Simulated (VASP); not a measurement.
# Ti2BeAlB (P3m1) in VASP: a series of runs, part 3 of 3

VASP 6.6.1. The steps go on from the part before.

### Step 7. Relaxation of cell and atoms, PBE

This run uses another cell than the first one, of 13.60 Å³/atom, 1.009 times its volume.

The input, INCAR:

```
SYSTEM = Ti2BeAlB
PREC     = Accurate       ! precision mode
ENCUT    = 600            ! plane-wave cutoff, eV
EDIFF    = 1E-6           ! SCF threshold, eV
ISMEAR   = 0              ! smearing method
SIGMA    = 0.1            ! smearing width, eV
LREAL    = .False.        ! projectors in reciprocal space
LASPH    = .True.         ! aspherical terms in the spheres
NELM     = 80             ! most SCF steps
ALGO     = Fast           ! electronic algorithm
ISIF     = 3              ! what is computed and relaxed
LWAVE    = .False.        ! write WAVECAR
LCHARG   = .False.        ! write CHGCAR
GGA      = PE             ! functional
IBRION   = 2              ! ionic algorithm
NSW      = 100            ! ionic steps
EDIFFG   = -0.01          ! ionic threshold
```

The input, KPOINTS:

```
Automatic mesh
0
Gamma
  18 18 4
  0 0 0
```

The input, POSCAR:

```
Ti2BeAlB
1.0
    2.8407057253      0.0000000000      0.0000000000
   -1.4203528627      2.4601233228      0.0000000000
    0.0000000000      0.0000000000      9.7272961684
Ti Be Al B
2 1 1 1
Direct
    0.0000000000      0.0000000000      0.0126255484
    0.0000000000      0.0000000000      0.3525844523
    0.3333333333      0.6666666667      0.5661748381
    0.6666666667      0.3333333333      0.7698894558
    0.3333333333      0.6666666667      0.1827630055
```

Potentials or basis: VASP PAW PBE potentials, release 64 (Ti_sv, Be, Al, B).

On the command line:

```sh
$ cat potpaw_PBE.64/Ti_sv/POTCAR potpaw_PBE.64/Be/POTCAR potpaw_PBE.64/Al/POTCAR potpaw_PBE.64/B/POTCAR > POTCAR
$ mpirun -np 1 vasp_std > vasp.out
```

OUTCAR:

```text
SYSTEM = Ti2BeAlB
   PREC = Accurate
   ENCUT = 600
   EDIFF = 1E-6
   ISMEAR = 0
   LREAL = .False.
   LASPH = .True.
   NELM = 80
   ISIF = 3
   GGA = PE
   IBRION = 2
   NSW = 100
   EDIFFG = -0.01

 ion  position               nearest neighbor table
   1  0.000  0.000  0.013-   5 2.33   5 2.33   5 2.33   4 2.87   4 2.87   4 2.87
   2  0.000  0.000  0.353-   5 2.33   5 2.33   5 2.33   3 2.65   3 2.65   3 2.65
   3  0.333  0.667  0.566-   4 2.57   4 2.57   4 2.57   2 2.65   2 2.65   2 2.65
   4  0.667  0.333  0.770-   3 2.57   3 2.57   3 2.57   1 2.87   1 2.87   1 2.87
   5  0.333  0.667  0.183-   2 2.33   2 2.33   2 2.33   1 2.33   1 2.33   1 2.33

  LATTYP: Found a hexagonal cell.
 ALAT       =     2.8407057253
 C/A-ratio  =     3.4242533754

  Lattice vectors:

 A1 = (   2.8407057253,   0.0000000000,   0.0000000000)
 A2 = (  -1.4203528627,   2.4601233228,   0.0000000000)
 A3 = (   0.0000000000,   0.0000000000,   9.7272961684)

Analysis of symmetry for initial positions (statically):
=====================================================================
 Subroutine PRICEL returns:
 Original cell was already a primitive cell.

 Routine SETGRP: Setting up the symmetry group for a
 hexagonal supercell.

 Subroutine GETGRP returns: Found  6 space group operations
 (whereof  6 operations were pure point group operations)
 out of a pool of 24 trial point group operations.

The static configuration has the point symmetry C_3v.

Analysis of symmetry for dynamics (positions and initial velocities):
=====================================================================
 Subroutine PRICEL returns:
 Original cell was already a primitive cell.

 Routine SETGRP: Setting up the symmetry group for a
 hexagonal supercell.

 Subroutine GETGRP returns: Found  6 space group operations
 (whereof  6 operations were pure point group operations)
 out of a pool of 24 trial point group operations.

The dynamic configuration has the point symmetry C_3v.

 Subroutine INISYM returns: Found  6 space group operations
[... 128 lines left out ...]
   GGA     = PE    functional components
   LHFCALC =     F    Hartree Fock is set to
   AEXX    =    0.0000 exact exchange contribution
   IVDW    =     0    specifies the selected vdW correction
   LEPSILON=     F    determine dielectric tensor
   LRPA    =     F    only Hartree local field effects (RPA)
 conjugate gradient relaxation of ions
 non-spin polarized calculation
 RMM-DIIS sequential band-by-band and
 Gauss-broadening in eV      SIGMA  =   0.10
  energy-cutoff  :      600.00
  volume of cell :       67.98
 maximum number of plane-waves:      2295
 NGX is ok and might be reduce to    24
   NGX = 11   NGY = 11   NGZ = 39

--------------------------------------- Ionic step        1  -------------------------------------------

 number of electron      32.0000006 magnetization

 Free energy of the ion-electron system (eV)
  ---------------------------------------------------
  ext. energy  EPLUGINS =         0.00000000
  ---------------------------------------------------
  free energy    TOTEN  =       -29.05580622 eV

  energy without entropy =      -29.03912251  energy(sigma->0) =      -29.04746437

------------------------ aborting loop because EDIFF is reached ----------------------------------------

  FORCE on cell =-STRESS in cart. coord.  units (eV):
  Direction    XX          YY          ZZ          XY          YZ          ZX
  --------------------------------------------------------------------------------------
  -------------------------------------------------------------------------------------
  Total        0.0417176      0.0417176     -0.0330986     -0.0000000      0.0000000      0.0000000
  in kB        0.9832281      0.9832281     -0.7800909     -0.0000000      0.0000000      0.0000000
  external PRESSURE =       0.3954551 kB  Pullay stress =       0.0000000 kB
[... 182 lines left out ...]
--------------------------------------- Ionic step        6  -------------------------------------------

 number of electron      32.0000007 magnetization

 Free energy of the ion-electron system (eV)
  ---------------------------------------------------
  ext. energy  EPLUGINS =         0.00000000
  ---------------------------------------------------
  free energy    TOTEN  =       -29.05635531 eV

  energy without entropy =      -29.03937258  energy(sigma->0) =      -29.04786394

 E-fermi :   7.3989     XC(G=0): -11.0141

 val. band max:        7.3967167971   @ k =   0.2222   0.2222   0.2500
 cond. band min:       7.4005585470   @ k =   0.2778   0.1667   0.2500
 fundamental gap:      0.0038417499
 Fermi energy:         7.3988527736

 k-point     1 :       0.0000    0.0000    0.0000
  band No.  band energies     occupation
      1     -49.1300      2.00000
      2     -49.0949      2.00000
      3     -25.4133      2.00000
      4     -25.3400      2.00000
      5     -25.0595      2.00000
      6     -25.0595      2.00000
[... 541 lines left out ...]
     19       7.7971      0.00000
     20       9.2604      0.00000

 [... further k-points ...]
[... 5 lines left out ...]
  --------------------------------------------------------------------------------------
  -------------------------------------------------------------------------------------
  Total       -0.0115933     -0.0115933     -0.0089706      0.0000000      0.0000000     -0.0000000
  in kB       -0.2727863     -0.2727863     -0.2110754      0.0000000      0.0000000     -0.0000000
  external PRESSURE =      -0.2522160 kB  Pullay stress =       0.0000000 kB
[... 20 lines left out ...]
  FREE ENERGIE OF THE ION-ELECTRON SYSTEM (eV)
  ---------------------------------------------------
  free  energy   TOTEN  =       -29.0563553067 eV

  energy  without entropy=      -29.0393725826  energy(sigma->0) =      -29.04786394

 reached required accuracy - stopping structural energy minimisation
```

Run time: 40 min. Hardware: 1 thread of AMD EPYC 7R43 (Zen 3), shared host; peak memory 0.37 GiB.

Results:

```yaml
Free_energy: -29.0564 eV
Relaxed_volume: 13.62 Å³/atom
Relaxed_cell: a = 2.844 Å, b = 2.844 Å, c = 9.720 Å, α = 90.00°, β = 90.00°, γ = 120.00°
Space_group_after_relaxing_to_0.05_Å: P3m1 (No. 156)
Energy_gained_by_relaxing: 0.1 meV/atom
Ionic_steps: 6
Pressure_after_relaxing: 0.0 GPa
Largest_force_after_relaxing: 0.008 eV/Å
Band_gap_on_the_k_mesh: zero (band 16 reaches 8.25 eV, above the bottom of band 17 at 6.45 eV)
```

Forces on the atoms (eV/Å):
```
Ti   0.000  0.000 -0.007
Ti   0.000  0.000 -0.007
Be   0.000  0.000 -0.002
Al   0.000  0.000  0.008
B    0.000  0.000  0.008
```

The path:
```tsv
step	energy change (eV)	largest force (eV/Å)	pressure (GPa)	volume (Å³)
1	0.0000	0.0546	0.04	67.98
2	-0.0003	0.0324	0.05	68.01
3	-0.0005	0.0227	0.01	68.08
4	-0.0005	0.0215	0.01	68.07
5	-0.0005	0.0105	-0.02	68.09
6	-0.0005	0.0078	-0.03	68.09
```

Final structure:
```yaml
crystal:
  lattice:
    - [2.84419, 0.00000, 0.00000]
    - [-1.42209, 2.46314, 0.00000]
    - [0.00000, 0.00000, 9.71955]
  atoms:
    - { symbol: Ti, position: [0.00000, 0.00000, 0.01271] }
    - { symbol: Ti, position: [0.00000, 0.00000, 0.35188] }
    - { symbol: Be, position: [0.33333, 0.66667, 0.56682] }
    - { symbol: Al, position: [0.66667, 0.33333, 0.77040] }
    - { symbol: B, position: [0.33333, 0.66667, 0.18222] }
```

### Step 8. Summary

| task | spin | cell | k mesh | cutoff (eV) | gap on the mesh (eV) | pressure (GPa) | relaxed volume (Å³/atom) | largest force (eV/Å) |
| --- | --- | --- | --- | --- | --- | --- | --- | --- |
| single point | off | a = 2.810, b = 2.810, c = 9.856 Å, angles 90.0, 90.0, 120.0°, 5 atoms | 6 × 6 × 2 | 520 | none | -0.9 | - | 1.03 |
| single point | off | a = 2.841, b = 2.841, c = 9.727 Å, angles 90.0, 90.0, 120.0°, 5 atoms | 6 × 6 × 2 | 520 | none | 0.0 | - | 0.01 |
| relaxation of cell and atoms | off | relaxed from a = 2.810, b = 2.810, c = 9.856 Å, angles 90.0, 90.0, 120.0°, 5 atoms | 6 × 6 × 2 | 600 | none | 0.1 | 13.59 | 0.02 |
| single point | collinear, ferromagnetic start | a = 2.841, b = 2.841, c = 9.727 Å, angles 90.0, 90.0, 120.0°, 5 atoms | 6 × 6 × 2 | 520 | none | 0.1 | - | 0.05 |
| single point | off | a = 2.845, b = 2.845, c = 9.718 Å, angles 90.0, 90.0, 120.0°, 5 atoms | 18 × 18 × 4 | 520 | none | -0.1 | - | 0.01 |
| relaxation of cell and atoms | off | relaxed from a = 2.841, b = 2.841, c = 9.727 Å, angles 90.0, 90.0, 120.0°, 5 atoms | 18 × 18 × 4 | 600 | none | 0.0 | 13.62 | 0.01 |

Alike in all rows: level PBE; potentials or basis VASP PAW PBE potentials, release 64 (Ti_sv, Be, Al, B); smearing gaussian 0.1 eV.

Caveats: some runs use coarse meshes; forces of over 1 eV/Å act on the atoms, so gaps and moduli don't describe the material at rest (some runs).

Absolute energies hang on the potentials; compare differences alone.
